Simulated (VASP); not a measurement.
# Pb (Fm-3m) in VASP: notebook, part 2 of 2

VASP 6.6.1. The steps go on from the part before.

**4. Single point, PBEsol, non-collinear spin, zero start, spin-orbit coupling**

This run uses another cell than the first one, of 31.54 Å³/atom.

INCAR reads:

```
ALGO     = Fast           # electronic algorithm
EDIFF    = 1E-7           # SCF threshold, eV
ENCUT    = 520            # plane-wave cutoff, eV
GGA      = PS             # functional
GGA_COMPAT= False        
ISIF     = 2              # what is computed and relaxed
ISMEAR   = -1             # smearing method
LASPH    = True           # aspherical terms in the spheres
LCHARG   = False          # write CHGCAR
LNONCOLLINEAR= True           # non-collinear magnetism
LORBIT   = 11             # projections on sites
LORBMOM  = True         
LREAL    = False          # projectors in reciprocal space
LSORBIT  = True           # spin-orbit coupling
LWAVE    = False          # write WAVECAR
MAGMOM   = 0 0 0          # initial moments
NBANDS   = 25             # bands
NELM     = 150            # most SCF steps
PREC     = Accurate       # precision mode
SIGMA    = 0.05           # smearing width, eV
```

KPOINTS reads:

```
k-points
0
Gamma
  9 9 9
```

POSCAR reads:

```
Pb
1.0
    0.0000000000      2.5075897876      2.5075897876
    2.5075897876      0.0000000000      2.5075897876
    2.5075897876      2.5075897876      0.0000000000
Pb
1
Direct
    0.0000000000      0.0000000000      0.0000000000
```

Potentials or basis: VASP PAW PBE potentials, release 64 (Pb_d).

Command:

```bash
cat potpaw_PBE.64/Pb_d/POTCAR > POTCAR
mpirun -np 1 vasp_ncl > vasp.out
```

OUTCAR:

```text
EDIFF = 1E-7
   ENCUT = 520
   GGA = PS
   ISIF = 2
   ISMEAR = -1
   LASPH = True
   LNONCOLLINEAR = True
   LORBIT = 11
   LREAL = False
   LSORBIT = True
   NELM = 150
   PREC = Accurate

 ion  position               nearest neighbor table
   1  0.000  0.000  0.000-

  LATTYP: Found a face centered cubic cell.
 ALAT       =     5.0151795752

  Lattice vectors:

 A1 = (   0.0000000000,   2.5075897876,   2.5075897876)
 A2 = (   2.5075897876,   0.0000000000,   2.5075897876)
 A3 = (   2.5075897876,   2.5075897876,   0.0000000000)

Analysis of symmetry for initial positions (statically):
=====================================================================
 Subroutine PRICEL returns:
 Original cell was already a primitive cell.

 Routine SETGRP: Setting up the symmetry group for a
 face centered cubic supercell.

 Subroutine GETGRP returns: Found 48 space group operations
 (whereof 48 operations were pure point group operations)
 out of a pool of 48 trial point group operations.

The static configuration has the point symmetry O_h .

Analysis of symmetry for dynamics (positions and initial velocities):
=====================================================================
 Subroutine PRICEL returns:
 Original cell was already a primitive cell.

 Routine SETGRP: Setting up the symmetry group for a
 face centered cubic supercell.

 Subroutine GETGRP returns: Found 48 space group operations
 (whereof 48 operations were pure point group operations)
 out of a pool of 48 trial point group operations.

The dynamic configuration has the point symmetry O_h .

Analysis of structural, dynamic, and magnetic symmetry:
=====================================================================
 Subroutine PRICEL returns:
 Original cell was already a primitive cell.

 Routine SETGRP: Setting up the symmetry group for a
 face centered cubic supercell.

 Subroutine GETGRP returns: Found 48 space group operations
 (whereof 48 operations were pure point group operations)
 out of a pool of 48 trial point group operations.

The overall configuration has the point symmetry O_h .

 Subroutine INISYM returns: Found 48 space group operations
 (whereof 48 operations are pure point group operations),
 and found     1 'primitive' translations

----------------------------------------------------------------------------------------

                                     Primitive cell

  volume of cell :      31.5355

  direct lattice vectors                    reciprocal lattice vectors
     0.000000000  2.507589788  2.507589788    -0.199394655  0.199394655  0.199394655
     2.507589788  0.000000000  2.507589788     0.199394655 -0.199394655  0.199394655
     2.507589788  2.507589788  0.000000000     0.199394655  0.199394655 -0.199394655

  length of vectors
     3.546267486  3.546267486  3.546267486     0.345361673  0.345361673  0.345361673

  position of ions in fractional coordinates (direct lattice)
     0.000000000  0.000000000  0.000000000

  ion indices of the primitive-cell ions
   primitive index   ion index
[... 96 lines left out ...]
  Thomas-Fermi vector in A             =   2.382938
   LORBIT       =     11    0 simple, 1 ext, 2 COOP (PROOUT), +10 PAW based schemes
   GGA     = PS    functional components
   LHFCALC =     F    Hartree Fock is set to
   AEXX    =    0.0000 exact exchange contribution
   IVDW    =     0    specifies the selected vdW correction
   LEPSILON=     F    determine dielectric tensor
   LRPA    =     F    only Hartree local field effects (RPA)
 RMM-DIIS sequential band-by-band and
  energy-cutoff  :      520.00
  volume of cell :       31.54
 maximum number of plane-waves:      1738
   NGX = 13   NGY = 13   NGZ = 13

 number of electron      14.0000002 magnetization       0.0000000      0.0000000      0.0000000

 number of electron      14.0000002 magnetization      -0.0000000     -0.0000000     -0.0000000

 number of electron      14.0000002 magnetization      -0.0000000      0.0000000      0.0000000

 Free energy of the ion-electron system (eV)
  ---------------------------------------------------
  ext. energy  EPLUGINS =         0.00000000
  ---------------------------------------------------
  free energy    TOTEN  =        -4.54396815 eV

  energy without entropy =       -4.54164561  energy(sigma->0) =       -4.54280688

 E-fermi :   6.5172     XC(G=0): -10.1369

 val. band max:        6.2878981068   @ k =  -0.3333   0.3333   0.1111
 cond. band min:       6.5762292937   @ k =  -0.2222   0.3333   0.1111
 fundamental gap:      0.2883311868
 Fermi energy:         6.5172152685

 k-point     1 :       0.0000    0.0000    0.0000
  band No.  band energies     occupation
      1     -11.7012      1.00000
      2     -11.7012      1.00000
      3     -11.7012      1.00000
      4     -11.7012      1.00000
      5      -9.2163      1.00000
      6      -9.2163      1.00000
[... 661 lines left out ...]
     24      24.8360      0.00000
     25      25.8052      0.00000

 [... further k-points ...]

------------------------ aborting loop because EDIFF is reached ----------------------------------------

  FORCE on cell =-STRESS in cart. coord.  units (eV):
  Direction    XX          YY          ZZ          XY          YZ          ZX
  --------------------------------------------------------------------------------------
  -------------------------------------------------------------------------------------
  Total       -0.4380158     -0.4380158     -0.4380158      0.0000000      0.0000000     -0.0000000
  in kB      -22.2536309    -22.2536309    -22.2536309      0.0000000      0.0000000     -0.0000000
  external PRESSURE =     -22.2536309 kB  Pullay stress =       0.0000000 kB

 VOLUME and BASIS-vectors are now :
 -----------------------------------------------------------------------------
  energy-cutoff  :      520.00
  volume of cell :       31.54
      direct lattice vectors                 reciprocal lattice vectors
     0.000000000  2.507589788  2.507589788    -0.199394655  0.199394655  0.199394655
     2.507589788  0.000000000  2.507589788     0.199394655 -0.199394655  0.199394655
     2.507589788  2.507589788  0.000000000     0.199394655  0.199394655 -0.199394655

 POSITION                                       TOTAL-FORCE (eV/Angst)
 -----------------------------------------------------------------------------------
      0.00000      0.00000      0.00000         0.000000      0.000000      0.000000
 -----------------------------------------------------------------------------------
    total drift:                               -0.000000      0.000000     -0.000000

  FREE ENERGIE OF THE ION-ELECTRON SYSTEM (eV)
  ---------------------------------------------------
  free  energy   TOTEN  =        -4.5439681537 eV

  energy  without entropy=       -4.5416456130  energy(sigma->0) =       -4.54280688

 orbital moment (x)

 # of ion     p       d       tot
 ----------------------------------------
  1         0.000  -0.000  -0.000
 ----------------------------------------
            0.000  -0.000  -0.000

 orbital moment (y)

 # of ion     p       d       tot
 ----------------------------------------
  1         0.000   0.000   0.000
 ----------------------------------------
            0.000   0.000   0.000

 orbital moment (z)

 # of ion     p       d       tot
 ----------------------------------------
  1         0.000  -0.000  -0.000
 ----------------------------------------
            0.000  -0.000  -0.000

 Spin-Orbit-Coupling matrix elements

 Ion:    1  E_soc:     -1.1291249
 l=   1
     0.0000000    -0.1205745    -0.1205745
    -0.1205745     0.0000000    -0.1205745
    -0.1205745    -0.1205745     0.0000000
 l=   2
     0.0000000    -0.0136041     0.0000000    -0.0136041    -0.0540089
    -0.0136041     0.0000000    -0.0405067    -0.0136041    -0.0135022
     0.0000000    -0.0405067     0.0000000    -0.0405067     0.0000000
    -0.0136041    -0.0136041    -0.0405067     0.0000000    -0.0135022
    -0.0540089    -0.0135022     0.0000000    -0.0135022     0.0000000
 l=   3
     0.0000000     0.0000000     0.0000000     0.0000000     0.0000000     0.0000000     0.0000000
     0.0000000     0.0000000     0.0000000     0.0000000     0.0000000     0.0000000     0.0000000
     0.0000000     0.0000000     0.0000000     0.0000000     0.0000000     0.0000000     0.0000000
     0.0000000     0.0000000     0.0000000     0.0000000     0.0000000     0.0000000     0.0000000
     0.0000000     0.0000000     0.0000000     0.0000000     0.0000000     0.0000000     0.0000000
     0.0000000     0.0000000     0.0000000     0.0000000     0.0000000     0.0000000     0.0000000
     0.0000000     0.0000000     0.0000000     0.0000000     0.0000000     0.0000000     0.0000000

 total charge

# of ion       s       p       d       tot
------------------------------------------
    1        1.387   0.739   9.807  11.934

 magnetization (x)

# of ion       s       p       d       tot
------------------------------------------
    1        0.000   0.000  -0.000   0.000

 magnetization (y)

# of ion       s       p       d       tot
------------------------------------------
    1        0.000  -0.000   0.000  -0.000

 magnetization (z)

# of ion       s       p       d       tot
------------------------------------------
    1       -0.000  -0.000   0.000  -0.000
```

Run time: 2.4 min. Hardware: 1 thread of Intel Xeon 8259CL, shared host; peak memory 0.23 GiB.

Results:

- Free energy: -4.5440 eV
- Pressure: -2.2 GPa
- Net moment: 0.00 μB per cell
- Valence electrons inside the program's atomic spheres: Pb 11.93

Moments on the atoms (μB; x, y, z):
```
Pb  0.00 0.00 0.00
```

Caveat: the PAW data sets were made with another functional, which shifts forces and pressure a little.

**5. Single point, PBEsol, non-collinear spin, zero start, spin-orbit coupling**

This run uses another cell than the first one, of 32.14 Å³/atom.

INCAR reads:

```
PREC = Accurate
ENCUT = 520
EDIFF = 1E-7
ISMEAR = -1
SIGMA = 0.05
LREAL = False
LASPH = True
NELM = 150
ALGO = Normal
ISIF = 2
LWAVE = False
LCHARG = True
MAGMOM = 0 0 0
LORBIT = 11
LSORBIT = True
GGA_COMPAT = False
LORBMOM = True
GGA = PS
LVHAR = True
NBANDS = 25
```

KPOINTS reads:

```
Automatic mesh
0
Gamma
  9 9 9
```

POSCAR reads:

```
Pb
1.0
    0.0000000000      2.5235621278      2.5235621278
    2.5235621278      0.0000000000      2.5235621278
    2.5235621278      2.5235621278      0.0000000000
Pb
1
Direct
    0.0000000000      0.0000000000      0.0000000000
```

Command:

```bash
cat potpaw_PBE.64/Pb_d/POTCAR > POTCAR
mpirun -np 1 vasp_ncl > vasp.out
```

Run time: 97 s. Hardware: 1 thread of Intel Xeon 8259CL, shared host; peak memory 0.23 GiB.

It converged, with:

```yaml
Free_energy: -4.5345 eV
Pressure: -2.9 GPa
Net_moment: 0.00 μB per cell
Valence_electrons_inside_the_program's_atomic_spheres: Pb 11.93
```

Moments on the atoms (μB; x, y, z):
```
Pb  0.00 0.00 0.00
```

Caveat: the PAW data sets were made with another functional, which shifts forces and pressure a little.

**6. Single point, B3LYP**

This run uses another cell than the first one, of 32.14 Å³/atom.

POSCAR is that of step 5.

INCAR.step1 reads:

```
PREC = Accurate ; ENCUT = 520
EDIFF = 1E-5 ; ISMEAR = -1
SIGMA = 0.05 ; LREAL = F
LASPH = T ; NELM = 100
ALGO = Normal ; ISIF = 2
LWAVE = T ; GGA = PE
NBANDS = 13
```

INCAR.step2 reads:

```
PREC = Accurate ; ENCUT = 520
EDIFF = 1E-6 ; ISMEAR = -1
SIGMA = 0.05 ; LREAL = F
LASPH = T ; NELM = 100
ALGO = Normal ; ISIF = 2
LWAVE = F ; LCHARG = T
GGA = B3 ; LHFCALC = T
AEXX = 0.2 ; AGGAX = 0.72
AGGAC = 0.81 ; ALDAC = 0.19
PRECFOCK = Normal ; LELF = T
LVHAR = T ; ISTART = 1
NBANDS = 13
```

KPOINTS reads:

```
regular mesh
0
Gamma
  5 5 5
```

Potentials or basis: VASP PAW PBE potentials, release 64 (Pb_d).

Command:

```bash
cat potpaw_PBE.64/Pb_d/POTCAR > POTCAR
cp INCAR.step1 INCAR
mpirun -np 1 vasp_std > vasp.out
cp INCAR.step2 INCAR
mpirun -np 1 vasp_std > vasp.out
```

Run time: 5 min. Hardware: 1 thread of Intel Xeon Platinum 8488C (Sapphire Rapids), shared host; peak memory 0.17 GiB.

The run converged. Its results:

```
Free energy            : -3.6799 eV
Pressure               : 0.8 GPa
Band gap on the k mesh : zero (bands 7 and 8 overlap by 8.46 eV)
```

Levels at points of the mesh, in eV from the Fermi level:
```
           k point  band 4  band 5  band 6  band 7  band 8  band 9  band 10  band 11
(0.00, 0.00, 0.00)  -18.50  -18.50  -12.48    8.02    8.02    8.02    11.18    12.25
```

Caveat: the k points lie up to 0.43 Å⁻¹ apart, too coarse for converged energies and pressures of a metal; the PAW data sets were made with another functional, which shifts forces and pressure a little; spin-orbit coupling is left out, which moves the levels of the heavy elements.

**7. Overview**

```tsv
level	spin	cell	k mesh	grid for exact exchange (PRECFOCK)	share of exact exchange	pressure (GPa)	moment (μB)
PBEsol	non-collinear, zero start, SOC	a = 3.500 Å, angles 60.0°, 1 atom	9 × 9 × 9	-	-	-0.7	0.00
PBEsol	non-collinear, zero start, SOC	a = 3.523 Å, angles 60.0°, 1 atom	9 × 9 × 9	-	-	-1.5	0.00
PBEsol	non-collinear, zero start, SOC	a = 3.546 Å, angles 60.0°, 1 atom	9 × 9 × 9	-	-	-2.2	0.00
PBEsol	non-collinear, zero start, SOC	a = 3.569 Å, angles 60.0°, 1 atom	9 × 9 × 9	-	-	-2.9	0.00
B3LYP	off	a = 3.569 Å, angles 60.0°, 1 atom	5 × 5 × 5	Normal	0.2	0.8	-
```

Alike in all rows: task single point; potentials or basis VASP PAW PBE potentials, release 64 (Pb_d); cutoff (eV) 520; smearing fermi-dirac 0.05 eV.

Caveats: some runs use coarse meshes; the PAW data sets were made with another functional, which shifts forces and pressure a little; spin-orbit coupling is left out, which moves the levels of the heavy elements (at least some runs).

Total energies depend on the potentials used, so only differences within one code and one set of settings carry meaning.
